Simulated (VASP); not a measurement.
# Be in VASP: a series of runs

Runs on Be. Level: PBE. Tasks: single point.

Everything below comes from runs of VASP 6.6.1. Logs are shortened: lines on timing, memory, paths and dates and some standing lists are left out, and cuts for length are marked.

### 1 The cell of the first run

It takes space group Im-3m (No. 229, cubic). Conventional cell: a = 2.506 Å, b = 2.506 Å, c = 2.506 Å, α = 90.00°, β = 90.00°, γ = 90.00°. Within 2.9 Å of Be (site symmetry m-3m) lie 14 Be at 2.17 to 2.51 Å.

### 2 Single point, PBE

INCAR

```
SYSTEM = Be
  ALGO = Normal
  EDIFF = 1E-6
  ENCUT = 600
  GGA = PE
  GGA_COMPAT = .FALSE.
  ISIF = 2
  ISMEAR = 1
  LASPH = .TRUE.
  LCHARG = .FALSE.
  LREAL = .FALSE.
  LWAVE = .FALSE.
  NBANDS = 7
  NELM = 120
  PREC = Accurate
  SIGMA = 0.1
```

KPOINTS

```
k-points
0
G
  13 13 13
  0 0 0
```

POSCAR

```
Be
1.0
   -1.2531210000      1.2531210000      1.2531210000
    1.2531210000     -1.2531210000      1.2531210000
    1.2531210000      1.2531210000     -1.2531210000
Be
1
Direct
    0.0000000000      0.0000000000      0.0000000000
```

Potentials or basis: VASP PAW PBE potentials, release 64 (Be).

The run is started by

```bash
cat potpaw_PBE.64/Be/POTCAR > POTCAR
mpirun -np 1 vasp_std > vasp.out
```

OUTCAR:

```text
SYSTEM = Be
   EDIFF = 1E-6
   ENCUT = 600
   GGA = PE
   ISIF = 2
   ISMEAR = 1
   LASPH = .TRUE.
   LREAL = .FALSE.
   NELM = 120
   PREC = Accurate

 ion  position               nearest neighbor table
   1  0.000  0.000  0.000-

  LATTYP: Found a body centered cubic cell.
 ALAT       =     2.5062420000

  Lattice vectors:

 A1 = (  -1.2531210000,   1.2531210000,   1.2531210000)
 A2 = (   1.2531210000,  -1.2531210000,   1.2531210000)
 A3 = (   1.2531210000,   1.2531210000,  -1.2531210000)

Analysis of symmetry for initial positions (statically):
=====================================================================
 Subroutine PRICEL returns:
 Original cell was already a primitive cell.

 Routine SETGRP: Setting up the symmetry group for a
 body centered cubic supercell.

 Subroutine GETGRP returns: Found 48 space group operations
 (whereof 48 operations were pure point group operations)
 out of a pool of 48 trial point group operations.

The static configuration has the point symmetry O_h .

Analysis of symmetry for dynamics (positions and initial velocities):
=====================================================================
 Subroutine PRICEL returns:
 Original cell was already a primitive cell.

 Routine SETGRP: Setting up the symmetry group for a
 body centered cubic supercell.

 Subroutine GETGRP returns: Found 48 space group operations
 (whereof 48 operations were pure point group operations)
 out of a pool of 48 trial point group operations.

The dynamic configuration has the point symmetry O_h .

 Subroutine INISYM returns: Found 48 space group operations
 (whereof 48 operations are pure point group operations),
 and found     1 'primitive' translations

----------------------------------------------------------------------------------------

                                     Primitive cell

  volume of cell :       7.8712

  direct lattice vectors                    reciprocal lattice vectors
    -1.253121000  1.253121000  1.253121000     0.000000000  0.399003767  0.399003767
     1.253121000 -1.253121000  1.253121000     0.399003767  0.000000000  0.399003767
     1.253121000  1.253121000 -1.253121000     0.399003767  0.399003767  0.000000000

  length of vectors
     2.170469240  2.170469240  2.170469240     0.564276539  0.564276539  0.564276539

  position of ions in fractional coordinates (direct lattice)
     0.000000000  0.000000000  0.000000000

  ion indices of the primitive-cell ions
   primitive index   ion index
                 1           1

----------------------------------------------------------------------------------------

 KPOINTS: k-points

Automatic generation of k-mesh.
 Grid dimensions read from file:
 generate k-points for:   13   13   13

 Generating k-lattice:

  Cartesian coordinates                     Fractional coordinates (reciprocal lattice)
     0.000000000  0.030692597  0.030692597     0.076923077  0.000000000  0.000000000
     0.030692597  0.000000000  0.030692597     0.000000000  0.076923077  0.000000000
     0.030692597  0.030692597  0.000000000     0.000000000  0.000000000  0.076923077

  Length of vectors
     0.043405888  0.043405888  0.043405888

  Shift w.r.t. Gamma in fractional coordinates (k-lattice)
     0.000000000  0.000000000  0.000000000

 Subroutine IBZKPT returns following result:
 ===========================================

 Found     84 irreducible k-points:

 Following reciprocal coordinates:
            Coordinates               Weight
  0.000000  0.000000  0.000000      1.000000
  0.076923  0.000000  0.000000     12.000000
  0.153846  0.000000  0.000000     12.000000
  0.230769  0.000000  0.000000     12.000000
  0.307692  0.000000  0.000000     12.000000
  0.384615  0.000000  0.000000     12.000000
[... 16 lines left out ...]
  0.153846  0.076923  0.076923     24.000000
  0.230769  0.076923  0.076923     24.000000
 [... further k-points ...]
   k-points           NKPTS =     84   k-points in BZ     NKDIM =     84   number of bands    NBANDS=      7
   number of dos      NEDOS =    301   number of ions     NIONS =      1
   total plane-waves  NPLWV =   5832
   dimension x,y,z NGX =    18 NGY =   18 NGZ =   18
   dimension x,y,z NGXF=    36 NGYF=   36 NGZF=   36
   ions per type =               1
   NGX,Y,Z   is equivalent  to a cutoff of  13.79, 13.79, 13.79 a.u.
   NGXF,Y,Z  is equivalent  to a cutoff of  27.57, 27.57, 27.57 a.u.
 SYSTEM =  Be
   PREC   = accura    normal or accurate (medium, high low for compatibility)
   ISTART =      0    job   : 0-new  1-cont  2-samecut
   ICHARG =      2    charge: 1-file 2-atom 10-const
   ISPIN  =      1    spin polarized calculation?
   LNONCOLLINEAR =      F non collinear calculations
   LSORBIT =      F    spin-orbit coupling
   LASPH  =      T    aspherical Exc in radial PAW
   ENCUT  =  600.0 eV  44.10 Ry    6.64 a.u.   4.33  4.33  4.33*2*pi/ulx,y,z
   NELM   =    120;   NELMIN=  2; NELMDL= -5     # of ELM steps
   EDIFF  = 0.1E-05   stopping-criterion for ELM
   LREAL  =      F    real-space projection
   EDIFFG = 0.1E-04   stopping-criterion for IOM
   NSW    =      0    number of steps for IOM
   IBRION =     -1    ionic relax: 0-MD 1-quasi-New 2-CG
   NFREE  =      0    steps in history (QN), initial steepest desc. (CG)
   ISIF   =      2    stress and relaxation
   ISYM   =      2    0-nonsym 1-usesym 2-fastsym
   POTIM  = 0.5000    time-step for ionic-motion
   TEBEG  =    0.0;   TEEND  =   0.0 temperature during run
   PSTRESS=    0.0 pullay stress
   NELECT =       2.0000    total number of electrons
   NUPDOWN=      -1.0000    fix difference up-down
   EMIN   =  10.00;   EMAX   =-10.00  energy-range for DOS
   EFERMI =   0.00;   METHOD = LEGACY
   ISMEAR =     1;   SIGMA  =   0.10  broadening in eV -4-tet -1-fermi 0-gaus
   EFERMI_NEDOS =   21; number of points for ismear=-14 and -15
   IALGO  =     38    algorithm
   IMIX   =      4    mixing-type and parameters
     AMIX     =   0.40;   BMIX     =  1.00
     AMIX_MAG =   1.60;   BMIX_MAG =  1.00
  volume/ion in A,a.u.               =       7.87        53.12
  Fermi-wavevector in a.u.,A,eV,Ry     =   1.036904  1.959464 14.628571  1.075170
  Thomas-Fermi vector in A             =   2.171317
   LORBIT       =      0    0 simple, 1 ext, 2 COOP (PROOUT), +10 PAW based schemes
   GGA     = PE    functional components
   LHFCALC =     F    Hartree Fock is set to
   AEXX    =    0.0000 exact exchange contribution
   IVDW    =     0    specifies the selected vdW correction
   LEPSILON=     F    determine dielectric tensor
   LRPA    =     F    only Hartree local field effects (RPA)
 non-spin polarized calculation
 Methfessel and Paxton  Order N= 1 SIGMA  =   0.10
  energy-cutoff  :      600.00
  volume of cell :        7.87
 maximum number of plane-waves:       270
 NGX is ok and might be reduce to    18
   NGX =  9   NGY =  9   NGZ =  9

 number of electron       2.0000000 magnetization

 Free energy of the ion-electron system (eV)
  ---------------------------------------------------
  ext. energy  EPLUGINS =         0.00000000
  ---------------------------------------------------
  free energy    TOTEN  =        -3.66994562 eV

  energy without entropy =       -3.66995179  energy(sigma->0) =       -3.66994768

 E-fermi :   7.8914     XC(G=0): -10.6269

 val. band max:        7.8353275455   @ k =   0.3077   0.3077   0.0000
 cond. band min:       8.1279441244   @ k =   0.3846   0.2308   0.0000
 fundamental gap:      0.2926165789
 Fermi energy:         7.8913601062

 k-point     1 :       0.0000    0.0000    0.0000
  band No.  band energies     occupation
      1      -4.3149      2.00000
      2      27.2614      0.00000
      3      27.2614      0.00000
      4      27.2614      0.00000
      5      38.6202      0.00000
      6      38.6202      0.00000
      7      38.6202      0.00000

 k-point     2 :       0.0769    0.0000    0.0000
  band No.  band energies     occupation
      1      -4.1071      2.00000
      2      26.2262      0.00000
      3      26.4685      0.00000
      4      27.0197      0.00000
      5      36.2411      0.00000
      6      36.5689      0.00000
      7      39.5976      0.00000

 k-point     3 :       0.1538    0.0000    0.0000
  band No.  band energies     occupation
      1      -3.4835      2.00000
      2      23.1819      0.00000
      3      24.8022      0.00000
      4      26.3440      0.00000
      5      33.9212      0.00000
      6      33.9973      0.00000
      7      38.8086      0.00000

 k-point     4 :       0.2308    0.0000    0.0000
  band No.  band energies     occupation
      1      -2.4462      2.00000
      2      19.1014      0.00000
      3      23.0966      0.00000
      4      25.4174      0.00000
      5      31.7182      0.00000
      6      33.2967      0.00000
      7      39.1162      0.00000

 k-point     5 :       0.3077    0.0000    0.0000
  band No.  band energies     occupation
      1      -1.0121      2.00000
      2      14.9979      0.00000
      3      21.6944      0.00000
      4      24.4979      0.00000
      5      30.0480      0.00000
      6      33.3647      0.00000
      7      40.3036      0.00000

 k-point     6 :       0.3846    0.0000    0.0000
  band No.  band energies     occupation
      1       0.7374      2.00000
      2      11.3579      0.00000
      3      20.7207      0.00000
      4      23.7905      0.00000
      5      28.9298      0.00000
      6      33.7438      0.00000
      7      42.0736      0.00000

 k-point     7 :       0.4615    0.0000    0.0000
  band No.  band energies     occupation
      1       2.3881      2.00000
      2       8.7379     -0.00000
      3      20.2249      0.00000
      4      23.4120      0.00000
      5      28.3696      0.00000
      6      34.0749      0.00000
      7      43.7952      0.00000
[... 121 lines left out ...]
 k-point    20 :       0.3846    0.2308    0.0000
  band No.  band energies     occupation
      1       4.5612      2.00000
      2       8.1279     -0.00413
      3      14.6476      0.00000
      4      21.0662      0.00000
      5      35.2673      0.00000
      6      37.3712      0.00000
      7      40.8440      0.00000

 k-point    21 :       0.3077    0.3077    0.0000
  band No.  band energies     occupation
      1       5.2778      2.00000
      2       7.8353      1.80283
      3      13.5963      0.00000
      4      20.9768      0.00000
      5      36.8533      0.00000
      6      37.4192      0.00000
      7      39.6307      0.00000

 k-point    22 :       0.0769    0.0769    0.0769
  band No.  band energies     occupation
      1      -3.0683      2.00000
      2      23.0943      0.00000
      3      23.4615      0.00000
      4      23.4615      0.00000
      5      34.2226      0.00000
      6      34.2226      0.00000
      7      41.6056      0.00000

 k-point    23 :       0.1538    0.0769    0.0769
  band No.  band energies     occupation
      1      -2.0297      2.00000
      2      19.3016      0.00000
      3      21.7163      0.00000
      4      21.8628      0.00000
      5      34.1859      0.00000
      6      34.5824      0.00000
      7      41.5143      0.00000

 k-point    24 :       0.2308    0.0769    0.0769
  band No.  band energies     occupation
      1      -0.5878      2.00000
      2      15.1749      0.00000
      3      20.5136      0.00000
      4      20.5626      0.00000
      5      33.9297      0.00000
      6      35.1031      0.00000
      7      41.8809      0.00000

 [... further k-points ...]

------------------------ aborting loop because EDIFF is reached ----------------------------------------

  FORCE on cell =-STRESS in cart. coord.  units (eV):
  Direction    XX          YY          ZZ          XY          YZ          ZX
  --------------------------------------------------------------------------------------
  -------------------------------------------------------------------------------------
  Total       -0.0391325     -0.0391325     -0.0391325     -0.0000000      0.0000000     -0.0000000
  in kB       -7.9654216     -7.9654216     -7.9654216     -0.0000000      0.0000000     -0.0000000
  external PRESSURE =      -7.9654216 kB  Pullay stress =       0.0000000 kB

 VOLUME and BASIS-vectors are now :
 -----------------------------------------------------------------------------
  energy-cutoff  :      600.00
  volume of cell :        7.87
      direct lattice vectors                 reciprocal lattice vectors
    -1.253121000  1.253121000  1.253121000     0.000000000  0.399003767  0.399003767
     1.253121000 -1.253121000  1.253121000     0.399003767  0.000000000  0.399003767
     1.253121000  1.253121000 -1.253121000     0.399003767  0.399003767  0.000000000

 POSITION                                       TOTAL-FORCE (eV/Angst)
 -----------------------------------------------------------------------------------
      0.00000      0.00000      0.00000        -0.000000      0.000000     -0.000000
 -----------------------------------------------------------------------------------
    total drift:                                0.000000      0.000000      0.000000

  FREE ENERGIE OF THE ION-ELECTRON SYSTEM (eV)
  ---------------------------------------------------
  free  energy   TOTEN  =        -3.6699456205 eV

  energy  without entropy=       -3.6699517940  energy(sigma->0) =       -3.66994768
```

Wall time 7.9 s (1 thread of Intel Xeon 8259CL, shared host); peak memory 0.12 GiB.

What came out:

```yaml
Free_energy: -3.6699 eV
Pressure: -0.8 GPa
Band_gap_on_the_k_mesh: zero (band 1 reaches 10.73 eV, above the bottom of band 2 at 6.76 eV)
```

Levels at points of the mesh, in eV from the Fermi level:
| k point | band 1 | band 2 | band 3 | band 4 |
| --- | --- | --- | --- | --- |
| (0.00, 0.00, 0.00) | -12.21 | 19.37 | 19.37 | 19.37 |

[end of part 1 of 2]
